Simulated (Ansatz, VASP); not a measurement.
## Two plane-wave programs on Be

The input INCAR:

```
PREC = Accurate ; ENCUT = 520
EDIFF = 1E-6 ; ISMEAR = 0
SIGMA = 0.15 ; LREAL = F
LASPH = T ; NELM = 100
ALGO = Fast ; ISIF = 2
LWAVE = F ; LCHARG = T
GGA = PS ; LELF = T
LVHAR = T ; NBANDS = 9
```

KPOINTS

```
Automatic mesh
0
Gamma
  24 24 14
```

The input POSCAR:

```
Be
1.0
    2.2995019849      0.0000000000      0.0000000000
   -1.1497509925      2.0412128133      0.0000000000
    0.0000000000      0.0000000000      3.6009000000
Be
2
Direct
    0.3333333333      0.6666666667      0.2500000000
    0.6666666667      0.3333333333      0.7500000000
```

Input for Ansatz:

```yaml
crystal:
  lattice:
    - [2.2995019849, 0.0, 0.0]
    - [-1.1497509925, 2.0412128133, 0.0]
    - [0.0, 0.0, 3.6009]
  atoms:
    - { symbol: Be, position: [0.3333333333, 0.6666666667, 0.25] }
    - { symbol: Be, position: [0.6666666667, 0.3333333333, 0.75] }
basis:
  ecutwfc: 420
kpoints:
  mp_grid: { grid: [24, 24, 14] }
hamiltonian:
  xc: pbesol
scf:
  occupations: { method: gaussian, width: 0.15 }
output:
  forces: true
  stress: true
  eigenvalues: true
```

Change from the starting cell: strain +0.0250 x Voigt [0, 1, 0, 0, 0, 0], atoms carried along.

Alike in both runs: task single point; functional PBEsol; k mesh 24 × 24 × 14; occupations gaussian, width 0.15 eV; no spin polarisation.

```csv
,VASP,Ansatz
version,VASP 6.6.1,Ansatz 0.2.0
potentials or method,"VASP PAW PBE potentials, release 64 (Be), cutoff 520 eV","scalar-relativistic, plane waves, PAW"
valence electrons in the cell,4,4
```

VASP gave:

```
gap on the k mesh at the Fermi level (eV)                     : none
pressure (GPa)                                                : -7.7
traceless stress, the component that is largest in VASP (GPa) : -4.30
rms of the force components (eV/Å)                            : 0.029
```

**Question.** Which values does Ansatz return?

**Answer.** gap on the k mesh at the Fermi level (eV): none; pressure (GPa): -8.0; traceless stress, the component that is largest in VASP (GPa): -4.26; rms of the force components (eV/Å): 0.028.

VASP's potentials were made for PBE, not for PBEsol. Atom by atom the forces differ by 0.000 eV/Å (rms over components). A gap of «none» marks a metal or a gap that the smearing closes. With one functional, cell and mesh, what is left measures potentials, basis and numerics.
